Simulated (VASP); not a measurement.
# SrO in VASP: single point with PBE

Aim: the single point of SrO with PBE.

Everything below comes from runs of VASP 6.6.1. Logs are shortened: lines on timing, memory, paths and dates and some standing lists are left out, and cuts for length are marked.

### Step 1. The cell of the first run

The typed cell holds 16 atoms: a = 6.242 Å, b = 6.198 Å, c = 7.146 Å, α = 90.00°, β = 90.00°, γ = 90.00°.

### Step 2. Single point, PBE

The input, INCAR:

```
  PREC = Accurate
  ENCUT = 520
  EDIFF = 1E-6
  ISMEAR = 0
  SIGMA = 0.05
  LREAL = Auto
  LASPH = True
  NELM = 80
  ALGO = Normal
  ISIF = 2
  LWAVE = False
  LCHARG = True
  GGA = PE
  LELF = True
  LVHAR = True
  NBANDS = 78
```

The input, KPOINTS:

```
Automatic mesh
0
Gamma
  4 4 4
```

The input, POSCAR:

```
SrO
1.0
    6.2422157530      0.0001653322     -0.0000333928
    0.0001653322      6.1977562417     -0.0000207687
   -0.0000333928     -0.0000207687      7.1464764637
Sr O
8 8
Direct
   -0.0034741790      0.0826287197      0.1232895849
   -0.0034803959      0.0826296343      0.6232988674
   -0.0034761536      0.5826206488     -0.1267056083
   -0.0034803434      0.5826240972      0.3733077094
    0.4965312781     -0.0840624514     -0.1266940432
    0.4965194136     -0.0840682167      0.3732963715
    0.4965257004      0.4159318750      0.1232959535
    0.4965227628      0.4159314963      0.6232913763
    0.2465224485      0.2492722108      0.3733034641
    0.2465197680      0.2492751064      0.8732907680
    0.2465226446      0.7492773980      0.1233176942
    0.2465314300      0.7492796392      0.6232894786
    0.7465321510      0.2492821430      0.3732996324
    0.7465270496      0.2492815403      0.8732805462
    0.7465259809      0.7492804983      0.1233079429
    0.7465228515      0.7492850505      0.6232898521
```

Potentials or basis: VASP PAW PBE potentials, release 64 (Sr_sv, O).

The run is started by

```bash
> cat potpaw_PBE.64/Sr_sv/POTCAR potpaw_PBE.64/O/POTCAR > POTCAR
> mpirun -np 1 vasp_std > vasp.out
```

OUTCAR:

```text
PREC = Accurate
   ENCUT = 520
   EDIFF = 1E-6
   ISMEAR = 0
   LREAL = Auto
   LASPH = True
   NELM = 80
   ISIF = 2
   GGA = PE

 ion  position               nearest neighbor table
   1  0.997  0.083  0.123-  13 2.59  14 2.59  10 2.59   9 2.59  11 2.59  15 2.59   2 3.57   2 3.57
                             3 3.58   3 3.58   4 3.58   4 3.58   5 3.74   6 3.74   5 3.74   6 3.74
   2  0.997  0.083  0.623-  14 2.59  13 2.59  10 2.59   9 2.59  12 2.59  16 2.59   1 3.57   1 3.57
                             3 3.58   4 3.58   4 3.58   3 3.58   6 3.74   5 3.74   5 3.74   6 3.74
   3  0.997  0.583  0.873-  16 2.59  15 2.59  12 2.59  11 2.59  10 2.59  14 2.59   4 3.57   4 3.57
                             2 3.58   1 3.58   1 3.58   2 3.58   7 3.74   8 3.74   8 3.74   7 3.74
   4  0.997  0.583  0.373-  16 2.59  15 2.59  12 2.59  11 2.59   9 2.59  13 2.59   3 3.57   3 3.57
                             2 3.58   2 3.58   1 3.58   1 3.58   8 3.74   8 3.74   7 3.74   7 3.74
   5  0.497  0.916  0.873-  15 2.59  16 2.59  12 2.59  11 2.59  10 2.59  14 2.59   6 3.57   6 3.57
                             7 3.58   7 3.58   8 3.58   8 3.58   1 3.74   1 3.74   2 3.74   2 3.74
   6  0.497  0.916  0.373-  11 2.59  16 2.59  15 2.59  12 2.59   9 2.59  13 2.59   5 3.57   5 3.57
                             8 3.58   7 3.58   8 3.58   7 3.58   1 3.74   2 3.74   2 3.74   1 3.74
   7  0.497  0.416  0.123-  13 2.59  14 2.59  10 2.59   9 2.59  11 2.59  15 2.59   8 3.57   8 3.57
                             5 3.58   6 3.58   5 3.58   6 3.58   3 3.74   4 3.74   4 3.74   3 3.74
   8  0.497  0.416  0.623-  14 2.59  13 2.59   9 2.59  10 2.59  12 2.59  16 2.59   7 3.57   7 3.57
                             6 3.58   6 3.58   5 3.58   5 3.58   4 3.74   3 3.74   4 3.74   3 3.74
   9  0.247  0.249  0.373-   8 2.59   2 2.59   1 2.59   7 2.59   6 2.59   4 2.59
  10  0.247  0.249  0.873-   2 2.59   1 2.59   8 2.59   7 2.59   3 2.59   5 2.59
  11  0.247  0.749  0.123-   6 2.59   4 2.59   3 2.59   5 2.59   7 2.59   1 2.59
  12  0.247  0.749  0.623-   6 2.59   4 2.59   5 2.59   3 2.59   8 2.59   2 2.59
  13  0.747  0.249  0.373-   2 2.59   8 2.59   7 2.59   1 2.59   4 2.59   6 2.59
  14  0.747  0.249  0.873-   2 2.59   8 2.59   1 2.59   7 2.59   3 2.59   5 2.59
  15  0.747  0.749  0.123-   6 2.59   4 2.59   5 2.59   3 2.59   1 2.59   7 2.59
  16  0.747  0.749  0.623-   4 2.59   6 2.59   3 2.59   5 2.59   2 2.59   8 2.59

  LATTYP: Found a simple monoclinic cell.
 ALAT       =     6.1977562439
 B/A-ratio  =     1.1530747875
 C/A-ratio  =     1.4192573204
 COS(beta)  =    -0.7045561379

  Lattice vectors:

 A1 = (   0.0001653322,   6.1977562417,  -0.0000207687)
 A2 = (  -0.0000333928,  -0.0000207687,   7.1464764637)
 A3 = (   6.2420504208,  -6.1975909095,  -0.0000126241)

Analysis of symmetry for initial positions (statically):
=====================================================================
 Subroutine PRICEL returns:
 Original cell was already a primitive cell.

 Routine SETGRP: Setting up the symmetry group for a
 simple monoclinic supercell.

 Subroutine GETGRP returns: Found  1 space group operations
 (whereof  1 operations were pure point group operations)
 out of a pool of  4 trial point group operations.

The static configuration has the point symmetry C_1 .

Analysis of symmetry for dynamics (positions and initial velocities):
=====================================================================
 Subroutine PRICEL returns:
 Original cell was already a primitive cell.

 Routine SETGRP: Setting up the symmetry group for a
 simple monoclinic supercell.

 Subroutine GETGRP returns: Found  1 space group operations
 (whereof  1 operations were pure point group operations)
 out of a pool of  4 trial point group operations.

The dynamic configuration has the point symmetry C_1 .

 Subroutine INISYM returns: Found  1 space group operations
 (whereof  1 operations are pure point group operations),
 and found     1 'primitive' translations

----------------------------------------------------------------------------------------

                                     Primitive cell

  volume of cell :     276.4810

  direct lattice vectors                    reciprocal lattice vectors
     6.242215753  0.000165332 -0.000033393     0.160199525 -0.000004274  0.000000749
     0.000165332  6.197756242 -0.000020769    -0.000004274  0.161348714  0.000000469
    -0.000033393 -0.000020769  7.146476464     0.000000749  0.000000469  0.139929097

  length of vectors
     6.242215755  6.197756244  7.146476464     0.160199525  0.161348714  0.139929097

  position of ions in fractional coordinates (direct lattice)
     0.996525821  0.082628720  0.123289585
     0.996519604  0.082629634  0.623298867
[... 47 lines left out ...]
     0.000000187  0.000000117  0.034982274     0.000000000  0.000000000  0.250000000

  Length of vectors
     0.040049881  0.040337179  0.034982274

  Shift w.r.t. Gamma in fractional coordinates (k-lattice)
     0.000000000  0.000000000  0.000000000

 Subroutine IBZKPT returns following result:
 ===========================================

 Found     36 irreducible k-points:

 Following reciprocal coordinates:
            Coordinates               Weight
  0.000000  0.000000  0.000000      1.000000
  0.250000  0.000000 -0.000000      2.000000
  0.500000  0.000000 -0.000000      1.000000
  0.000000  0.250000 -0.000000      2.000000
  0.250000  0.250000  0.000000      2.000000
  0.500000  0.250000 -0.000000      2.000000
[... 16 lines left out ...]
  0.000000  0.500000  0.250000      2.000000
  0.250000  0.500000  0.250000      2.000000
 [... further k-points ...]
   k-points           NKPTS =     36   k-points in BZ     NKDIM =     36   number of bands    NBANDS=     78
   number of dos      NEDOS =    301   number of ions     NIONS =     16
   total plane-waves  NPLWV = 124416
   dimension x,y,z NGX =    48 NGY =   48 NGZ =   54
   dimension x,y,z NGXF=    96 NGYF=   96 NGZF=  108
   ions per type =               8   8
   NGX,Y,Z   is equivalent  to a cutoff of  12.78, 12.88, 12.56 a.u.
   NGXF,Y,Z  is equivalent  to a cutoff of  25.57, 25.75, 25.12 a.u.
 SYSTEM =  unknown system
   PREC   = accura    normal or accurate (medium, high low for compatibility)
   ISTART =      0    job   : 0-new  1-cont  2-samecut
   ICHARG =      2    charge: 1-file 2-atom 10-const
   ISPIN  =      1    spin polarized calculation?
   LNONCOLLINEAR =      F non collinear calculations
   LSORBIT =      F    spin-orbit coupling
   LASPH  =      T    aspherical Exc in radial PAW
   ENCUT  =  520.0 eV  38.22 Ry    6.18 a.u.  11.61 11.52 13.29*2*pi/ulx,y,z
   NELM   =     80;   NELMIN=  2; NELMDL= -5     # of ELM steps
   EDIFF  = 0.1E-05   stopping-criterion for ELM
   LREAL  =      T    real-space projection
   EDIFFG = 0.1E-04   stopping-criterion for IOM
   NSW    =      0    number of steps for IOM
   IBRION =     -1    ionic relax: 0-MD 1-quasi-New 2-CG
   NFREE  =      0    steps in history (QN), initial steepest desc. (CG)
   ISIF   =      2    stress and relaxation
   ISYM   =      2    0-nonsym 1-usesym 2-fastsym
   POTIM  = 0.5000    time-step for ionic-motion
   TEBEG  =    0.0;   TEEND  =   0.0 temperature during run
   PSTRESS=    0.0 pullay stress
   NELECT =     128.0000    total number of electrons
   NUPDOWN=      -1.0000    fix difference up-down
   EMIN   =  10.00;   EMAX   =-10.00  energy-range for DOS
   EFERMI =   0.00;   METHOD = LEGACY
   ISMEAR =     0;   SIGMA  =   0.05  broadening in eV -4-tet -1-fermi 0-gaus
   EFERMI_NEDOS =   21; number of points for ismear=-14 and -15
   IALGO  =     38    algorithm
   IMIX   =      4    mixing-type and parameters
     AMIX     =   0.40;   BMIX     =  1.00
     AMIX_MAG =   1.60;   BMIX_MAG =  1.00
  volume/ion in A,a.u.               =      17.28       116.61
  Fermi-wavevector in a.u.,A,eV,Ry     =   1.266455  2.393253 21.822495  1.603908
  Thomas-Fermi vector in A             =   2.399655
   LORBIT       =      0    0 simple, 1 ext, 2 COOP (PROOUT), +10 PAW based schemes
   GGA     = PE    functional components
   LHFCALC =     F    Hartree Fock is set to
   AEXX    =    0.0000 exact exchange contribution
   IVDW    =     0    specifies the selected vdW correction
   LEPSILON=     F    determine dielectric tensor
   LRPA    =     F    only Hartree local field effects (RPA)
 non-spin polarized calculation
 Gauss-broadening in eV      SIGMA  =   0.05
  energy-cutoff  :      520.00
  volume of cell :      276.48
 maximum number of plane-waves:      7479
 NGX is ok and might be reduce to    48
   NGX = 23   NGY = 23   NGZ = 27

 number of electron     128.0000024 magnetization

 Free energy of the ion-electron system (eV)
  ---------------------------------------------------
  ext. energy  EPLUGINS =         0.00000000
  ---------------------------------------------------
  free energy    TOTEN  =       -94.99595571 eV

  energy without entropy =      -94.99595571  energy(sigma->0) =      -94.99595571

 E-fermi :   2.4348     XC(G=0):  -9.9422

 val. band max:        2.1288885762   @ k =   0.0000   0.0000   0.0000
 cond. band min:       5.1033002387   @ k =   0.0000   0.0000   0.0000
 fundamental gap:      2.9744116626
 Fermi energy:         2.4348470807

 k-point     1 :       0.0000    0.0000    0.0000
  band No.  band energies     occupation
      1     -30.9119      2.00000
      2     -30.8114      2.00000
      3     -30.7734      2.00000
      4     -30.7733      2.00000
      5     -30.7724      2.00000
      6     -30.7441      2.00000
[... 1885 lines left out ...]
     75       8.2982      0.00000
     76       8.2984      0.00000

 [... further k-points ...]

 [bands above 76 left out]

------------------------ aborting loop because EDIFF is reached ----------------------------------------

  FORCE on cell =-STRESS in cart. coord.  units (eV):
  Direction    XX          YY          ZZ          XY          YZ          ZX
  --------------------------------------------------------------------------------------
  -------------------------------------------------------------------------------------
  Total        0.9418145      0.8973062      1.1034014      0.0045959     -0.0000070      0.0090645
  in kB        5.4577132      5.1997925      6.3940922      0.0266326     -0.0000408      0.0525276
  external PRESSURE =       5.6838660 kB  Pullay stress =       0.0000000 kB

 VOLUME and BASIS-vectors are now :
 -----------------------------------------------------------------------------
  energy-cutoff  :      520.00
  volume of cell :      276.48
      direct lattice vectors                 reciprocal lattice vectors
     6.242215753  0.000165332 -0.000033393     0.160199525 -0.000004274  0.000000749
     0.000165332  6.197756242 -0.000020769    -0.000004274  0.161348714  0.000000469
    -0.000033393 -0.000020769  7.146476464     0.000000749  0.000000469  0.139929097

 POSITION                                       TOTAL-FORCE (eV/Angst)
 -----------------------------------------------------------------------------------
      6.22054      0.51227      0.88105        -0.000377     -0.000600      0.000303
      6.22048      0.51227      4.45436        -0.000182     -0.000730     -0.000962
      6.22058      3.61109      6.24093         0.000237     -0.000359     -0.000911
      6.22057      3.61112      2.66779         0.000324     -0.000528     -0.001487
      3.09958      5.67682      6.24102        -0.000051     -0.000521     -0.001717
      3.09952      5.67680      2.66772         0.000222     -0.000229     -0.000787
[... 8 lines left out ...]
      4.66010      4.64398      0.88118         0.002071     -0.000496     -0.001117
      4.66006      4.64400      4.45429         0.002263     -0.000615      0.000320
 -----------------------------------------------------------------------------------
    total drift:                                0.001522      0.006542      0.014627

  FREE ENERGIE OF THE ION-ELECTRON SYSTEM (eV)
  ---------------------------------------------------
  free  energy   TOTEN  =       -94.9959557137 eV

  energy  without entropy=      -94.9959557137  energy(sigma->0) =      -94.99595571
```

Run time: 15 min. Hardware: 1 thread of Intel Xeon Platinum 8559C (Emerald Rapids), shared host; peak memory 0.63 GiB.

Results:

```
Free energy            : -94.9960 eV
Pressure               : 0.6 GPa
Largest force          : 0.004 eV/Å
Band gap on the k mesh : 2.97 eV
```

Forces in eV/Å, atoms in the order of the input:
```
Sr   0.000 -0.001  0.000
Sr   0.000 -0.001 -0.001
Sr   0.000  0.000 -0.001
Sr   0.000 -0.001 -0.001
Sr   0.000 -0.001 -0.002
Sr   0.000  0.000 -0.001
Sr  -0.001  0.000  0.000
Sr  -0.001  0.000  0.000
O   -0.002  0.001  0.001
O   -0.002  0.001  0.002
O    0.002  0.000 -0.001
O    0.002 -0.001  0.000
O   -0.002  0.001  0.001
O   -0.002  0.001  0.003
O    0.002  0.000 -0.001
O    0.002 -0.001  0.000
```

Levels at points of the mesh, in eV from the valence-band top:
```csv
k point,band 62,band 63,band 64,band 65,band 66,band 67
"(0.00, 0.00, 0.00)",-0.43,-0.25,0.00,2.97,3.05,3.86
"(0.50, 0.00, 0.00)",-0.78,-0.78,-0.78,4.27,4.27,4.59
"(0.00, 0.50, 0.00)",-0.25,-0.19,-0.19,3.05,3.05,3.52
"(0.50, 0.50, 0.00)",-0.93,-0.93,-0.93,4.27,4.27,4.27
"(0.00, 0.00, 0.50)",-0.50,-0.19,-0.19,3.75,3.75,4.11
"(0.50, 0.00, 0.50)",-0.74,-0.74,-0.74,4.53,4.53,4.53
"(0.00, 0.50, 0.50)",-0.29,-0.28,-0.28,3.50,3.50,3.50
"(0.50, 0.50, 0.50)",-0.87,-0.87,-0.87,4.42,4.42,4.42
```
